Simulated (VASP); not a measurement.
Input of a VASP 6.6.1 run:

Contents of INCAR:

```
PREC = Accurate
ENCUT = 520
EDIFF = 1E-8
ISMEAR = -1
SIGMA = 0.03
LREAL = F
LASPH = T
NELM = 60
ALGO = Normal
ISIF = 2
LWAVE = F
LCHARG = F
LEFG = T
NBANDS = 34
```

File KPOINTS:

```
regular mesh
0
Gamma
  12 12 12
```

The input POSCAR:

```
ZrGa3
1.0
   -1.9586656294      1.9586656294      4.3055130394
    1.9586656294     -1.9586656294      4.3055130394
    1.9586656294      1.9586656294     -4.3055130394
Zr Ga
1 3
Direct
    0.0000000000      0.0000000000      0.0000000000
    0.5000000000      0.5000000000      0.0000000000
    0.7500000000      0.2500000000      0.5000000000
    0.2500000000      0.7500000000      0.5000000000
```

Potentials or basis: VASP PAW LDA potentials, release 64 (Zr_sv, Ga_d).

Command:

```sh
$ cat potpaw_LDA.64/Zr_sv/POTCAR potpaw_LDA.64/Ga_d/POTCAR > POTCAR
$ mpirun -np 1 vasp_std > vasp.out
```

Task: What does it give for the pressure?

Result: -0.9 GPa.

Task: Predict the band gap on the k mesh.

Result: Zero (an odd number of electrons rules out a gap without spin polarisation).

Stress tensor (GPa, compression positive):
```
-4.24  0.00  0.00
 0.00 -4.24  0.00
 0.00  0.00  5.91
```

Caveat: without QUAD_EFG the Cq values of the log hold for a quadrupole moment of 1 mb, not for the nuclei.
